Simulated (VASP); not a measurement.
# GaP (I-4m2) in VASP: single point with PBE

Aim: the single point of GaP with PBE.

Everything below comes from runs of VASP 6.6.1. Logs are shortened: lines on timing, memory, paths and dates and some standing lists are left out, and cuts for length are marked.

### 1 The cell of the first run

It takes space group I-4m2 (No. 119, tetragonal). Conventional cell: a = 3.792 Å, b = 3.792 Å, c = 5.631 Å, α = 90.00°, β = 90.00°, γ = 90.00°. Ga (site symmetry -4m2) has 4 P at 2.36 Å within 3.1 Å. P (site symmetry -4m2) has 4 Ga at 2.36 Å within 3.1 Å.

### 2 Single point, PBE

Input file INCAR:

```
SYSTEM = GaP
  PREC = Accurate
  ENCUT = 520
  EDIFF = 1E-7
  ISMEAR = 1
  SIGMA = 0.4
  LREAL = .FALSE.
  LASPH = .TRUE.
  NELM = 100
  ALGO = Normal
  ISIF = 2
  LWAVE = .FALSE.
  LCHARG = .FALSE.
  GGA = PE
  NBANDS = 16
```

Input file KPOINTS:

```
Automatic mesh
0
G
  10 10 10
  0 0 0
```

Input file POSCAR:

```
GaP
1.0
    0.0000000000      2.6812866671      2.8153510004
    2.6812866671      0.0000000000      2.8153510004
    2.6812866671      2.6812866671      0.0000000000
Ga P
1 1
Direct
    0.0000000000      0.0000000000      0.0000000000
    0.7500000000      0.7500000000      0.7500000000
```

Potentials or basis: VASP PAW PBE potentials, release 64 (Ga_d, P).

Launch:

```
cat potpaw_PBE.64/Ga_d/POTCAR potpaw_PBE.64/P/POTCAR > POTCAR
mpirun -np 1 vasp_std > vasp.out
```

OUTCAR:

```text
SYSTEM = GaP
   PREC = Accurate
   ENCUT = 520
   EDIFF = 1E-7
   ISMEAR = 1
   LREAL = .FALSE.
   LASPH = .TRUE.
   NELM = 100
   ISIF = 2
   GGA = PE

 ion  position               nearest neighbor table
   1  0.000  0.000  0.000-   2 2.36   2 2.36   2 2.36   2 2.36
   2  0.750  0.750  0.750-   1 2.36   1 2.36   1 2.36   1 2.36

  LATTYP: Found a body centered tetragonal cell.
 ALAT       =     3.7919119692
 C/A-ratio  =     1.4849242405

  Lattice vectors:

 A1 = (  -2.6812866671,   0.0000000000,   2.8153510004)
 A2 = (   2.6812866671,   0.0000000000,   2.8153510004)
 A3 = (   0.0000000000,   2.6812866671,  -2.8153510004)

Analysis of symmetry for initial positions (statically):
=====================================================================
 Subroutine PRICEL returns:
 Original cell was already a primitive cell.

 Routine SETGRP: Setting up the symmetry group for a
 body centered tetragonal supercell.

 Subroutine GETGRP returns: Found  8 space group operations
 (whereof  8 operations were pure point group operations)
 out of a pool of 16 trial point group operations.

The static configuration has the point symmetry D_2d.

Analysis of symmetry for dynamics (positions and initial velocities):
=====================================================================
 Subroutine PRICEL returns:
 Original cell was already a primitive cell.

 Routine SETGRP: Setting up the symmetry group for a
 body centered tetragonal supercell.

 Subroutine GETGRP returns: Found  8 space group operations
 (whereof  8 operations were pure point group operations)
 out of a pool of 16 trial point group operations.

The dynamic configuration has the point symmetry D_2d.

 Subroutine INISYM returns: Found  8 space group operations
 (whereof  8 operations are pure point group operations),
 and found     1 'primitive' translations

----------------------------------------------------------------------------------------

                                     Primitive cell

  volume of cell :      40.4808

  direct lattice vectors                    reciprocal lattice vectors
     0.000000000  2.681286667  2.815351000    -0.186477636  0.186477636  0.177597749
     2.681286667  0.000000000  2.815351000     0.186477636 -0.186477636  0.177597749
     2.681286667  2.681286667  0.000000000     0.186477636  0.186477636 -0.177597749

  length of vectors
     3.887865667  3.887865667  3.791911969     0.317944615  0.317944615  0.317944615

  position of ions in fractional coordinates (direct lattice)
     0.000000000  0.000000000  0.000000000
     0.750000000  0.750000000  0.750000000

  ion indices of the primitive-cell ions
   primitive index   ion index
                 1           1
                 2           2

----------------------------------------------------------------------------------------

 KPOINTS: Automatic mesh

Automatic generation of k-mesh.
 Grid dimensions read from file:
 generate k-points for:   10   10   10

 Generating k-lattice:

  Cartesian coordinates                     Fractional coordinates (reciprocal lattice)
    -0.018647764  0.018647764  0.017759775     0.100000000 -0.000000000  0.000000000
     0.018647764 -0.018647764  0.017759775    -0.000000000  0.100000000  0.000000000
     0.018647764  0.018647764 -0.017759775     0.000000000  0.000000000  0.100000000

  Length of vectors
     0.031794461  0.031794461  0.031794461

  Shift w.r.t. Gamma in fractional coordinates (k-lattice)
     0.000000000  0.000000000  0.000000000

 Subroutine IBZKPT returns following result:
 ===========================================

 Found    102 irreducible k-points:

 Following reciprocal coordinates:
            Coordinates               Weight
  0.000000  0.000000  0.000000      1.000000
  0.100000  0.000000  0.000000      8.000000
  0.200000  0.000000  0.000000      8.000000
  0.300000  0.000000  0.000000      8.000000
  0.400000  0.000000  0.000000      8.000000
  0.500000 -0.000000  0.000000      4.000000
[... 16 lines left out ...]
  0.300000  0.300000  0.000000      2.000000
  0.400000  0.300000  0.000000      8.000000
 [... further k-points ...]
   k-points           NKPTS =    102   k-points in BZ     NKDIM =    102   number of bands    NBANDS=     16
   number of dos      NEDOS =    301   number of ions     NIONS =      2
   total plane-waves  NPLWV =  25200
   dimension x,y,z NGX =    30 NGY =   30 NGZ =   28
   dimension x,y,z NGXF=    60 NGYF=   60 NGZF=   56
   ions per type =               1   1
   NGX,Y,Z   is equivalent  to a cutoff of  12.83, 12.83, 12.28 a.u.
   NGXF,Y,Z  is equivalent  to a cutoff of  25.66, 25.66, 24.55 a.u.
 SYSTEM =  GaP
   PREC   = accura    normal or accurate (medium, high low for compatibility)
   ISTART =      0    job   : 0-new  1-cont  2-samecut
   ICHARG =      2    charge: 1-file 2-atom 10-const
   ISPIN  =      1    spin polarized calculation?
   LNONCOLLINEAR =      F non collinear calculations
   LSORBIT =      F    spin-orbit coupling
   LASPH  =      T    aspherical Exc in radial PAW
   ENCUT  =  520.0 eV  38.22 Ry    6.18 a.u.   7.23  7.23  7.05*2*pi/ulx,y,z
   NELM   =    100;   NELMIN=  2; NELMDL= -5     # of ELM steps
   EDIFF  = 0.1E-06   stopping-criterion for ELM
   LREAL  =      F    real-space projection
   EDIFFG = 0.1E-05   stopping-criterion for IOM
   NSW    =      0    number of steps for IOM
   IBRION =     -1    ionic relax: 0-MD 1-quasi-New 2-CG
   NFREE  =      0    steps in history (QN), initial steepest desc. (CG)
   ISIF   =      2    stress and relaxation
   ISYM   =      2    0-nonsym 1-usesym 2-fastsym
   POTIM  = 0.5000    time-step for ionic-motion
   TEBEG  =    0.0;   TEEND  =   0.0 temperature during run
   PSTRESS=    0.0 pullay stress
   NELECT =      18.0000    total number of electrons
   NUPDOWN=      -1.0000    fix difference up-down
   EMIN   =  10.00;   EMAX   =-10.00  energy-range for DOS
   EFERMI =   0.00;   METHOD = LEGACY
   ISMEAR =     1;   SIGMA  =   0.40  broadening in eV -4-tet -1-fermi 0-gaus
   EFERMI_NEDOS =   21; number of points for ismear=-14 and -15
   IALGO  =     38    algorithm
   IMIX   =      4    mixing-type and parameters
     AMIX     =   0.40;   BMIX     =  1.00
     AMIX_MAG =   1.60;   BMIX_MAG =  1.00
  volume/ion in A,a.u.               =      20.24       136.59
  Fermi-wavevector in a.u.,A,eV,Ry     =   1.249538  2.361284 21.243377  1.561344
  Thomas-Fermi vector in A             =   2.383574
   LORBIT       =      0    0 simple, 1 ext, 2 COOP (PROOUT), +10 PAW based schemes
   GGA     = PE    functional components
   LHFCALC =     F    Hartree Fock is set to
   AEXX    =    0.0000 exact exchange contribution
   IVDW    =     0    specifies the selected vdW correction
   LEPSILON=     F    determine dielectric tensor
   LRPA    =     F    only Hartree local field effects (RPA)
 non-spin polarized calculation
 Methfessel and Paxton  Order N= 1 SIGMA  =   0.40
  energy-cutoff  :      520.00
  volume of cell :       40.48
 maximum number of plane-waves:      1102
 NGX is ok and might be reduce to    30
   NGX = 15   NGY = 15   NGZ = 15

 number of electron      18.0000001 magnetization

 Free energy of the ion-electron system (eV)
  ---------------------------------------------------
  ext. energy  EPLUGINS =         0.00000000
  ---------------------------------------------------
  free energy    TOTEN  =        -9.10166150 eV

  energy without entropy =       -9.10425760  energy(sigma->0) =       -9.10252687

 E-fermi :   4.8281     XC(G=0):  -9.8361

 val. band max:        4.7498164412   @ k =   0.0000   0.0000   0.0000
 cond. band min:       6.1172666080   @ k =   0.4000   0.0000   0.4000
 fundamental gap:      1.3674501668
 Fermi energy:         4.8280722097

 k-point     1 :       0.0000    0.0000    0.0000
  band No.  band energies     occupation
      1      -9.9103      2.00000
      2      -9.8949      2.00000
      3      -9.8948      2.00000
      4      -9.8048      2.00000
      5      -9.7981      2.00000
      6      -7.8349      2.00000
[... 8 lines left out ...]
     15      13.9984      0.00000
     16      14.8904      0.00000

 k-point     2 :       0.1000    0.0000    0.0000
  band No.  band energies     occupation
      1      -9.9130      2.00000
      2      -9.8980      2.00000
      3      -9.8919      2.00000
      4      -9.8051      2.00000
      5      -9.7977      2.00000
      6      -7.7048      2.00000
[... 8 lines left out ...]
     15      14.1271      0.00000
     16      14.3500      0.00000

 k-point     3 :       0.2000    0.0000    0.0000
  band No.  band energies     occupation
      1      -9.9317      2.00000
      2      -9.8937      2.00000
      3      -9.8846      2.00000
      4      -9.8055      2.00000
      5      -9.7961      2.00000
      6      -7.3275      2.00000
[... 8 lines left out ...]
     15      13.7833      0.00000
     16      14.8295      0.00000

 k-point     4 :       0.3000    0.0000    0.0000
  band No.  band energies     occupation
      1      -9.9560      2.00000
      2      -9.8864      2.00000
      3      -9.8771      2.00000
      4      -9.8046      2.00000
      5      -9.7925      2.00000
      6      -6.7503      2.00000
[... 8 lines left out ...]
     15      14.0011      0.00000
     16      14.5517      0.00000
[... 324 lines left out ...]
 k-point    22 :      -0.2000    0.2000    0.0000
  band No.  band energies     occupation
      1      -9.9614      2.00000
      2      -9.8813      2.00000
      3      -9.8724      2.00000
      4      -9.8107      2.00000
      5      -9.7912      2.00000
      6      -6.5255      2.00000
[... 8 lines left out ...]
     15      16.0985      0.00000
     16      16.6894      0.00000

 k-point    23 :       0.3000    0.3000    0.0000
  band No.  band energies     occupation
      1      -9.9874      2.00000
      2      -9.8552      2.00000
      3      -9.8552      2.00000
      4      -9.8152      2.00000
      5      -9.7930      2.00000
      6      -6.4543      2.00000
[... 8 lines left out ...]
     15      16.1007      0.00000
     16      18.1760      0.00000

 k-point    24 :       0.4000    0.3000    0.0000
  band No.  band energies     occupation
      1      -9.9980      2.00000
      2      -9.8507      2.00000
      3      -9.8478      2.00000
      4      -9.8170      2.00000
      5      -9.7915      2.00000
      6      -5.9516      2.00000
[... 8 lines left out ...]
     15      16.5760      0.00000
     16      18.2500      0.00000

 [... further k-points ...]
[... 5 lines left out ...]
  --------------------------------------------------------------------------------------
  -------------------------------------------------------------------------------------
  Total        0.9389123      0.9389123     -0.0390666      0.0000000      0.0000000      0.0000000
  in kB       37.1609308     37.1609308     -1.5462037      0.0000000      0.0000000      0.0000000
  external PRESSURE =      24.2585526 kB  Pullay stress =       0.0000000 kB

 VOLUME and BASIS-vectors are now :
 -----------------------------------------------------------------------------
  energy-cutoff  :      520.00
  volume of cell :       40.48
      direct lattice vectors                 reciprocal lattice vectors
     0.000000000  2.681286667  2.815351000    -0.186477636  0.186477636  0.177597749
     2.681286667  0.000000000  2.815351000     0.186477636 -0.186477636  0.177597749
     2.681286667  2.681286667  0.000000000     0.186477636  0.186477636 -0.177597749

 POSITION                                       TOTAL-FORCE (eV/Angst)
 -----------------------------------------------------------------------------------
      0.00000      0.00000      0.00000        -0.000000     -0.000000     -0.000000
      4.02193      4.02193      4.22303         0.000000      0.000000      0.000000
 -----------------------------------------------------------------------------------
    total drift:                               -0.000003     -0.000003      0.000007

  FREE ENERGIE OF THE ION-ELECTRON SYSTEM (eV)
  ---------------------------------------------------
  free  energy   TOTEN  =        -9.1016614989 eV

  energy  without entropy=       -9.1042576029  energy(sigma->0) =       -9.10252687
```

Wall time 69 s (1 thread of Intel Xeon Platinum 8488C (Sapphire Rapids), shared host); peak memory 0.2 GiB.

Results:

- Free energy: -9.1017 eV
- Pressure: 2.4 GPa
- Band gap on the k mesh: 1.37 eV, indirect (least direct gap 1.71 eV)

 A k mesh can miss the band edges.
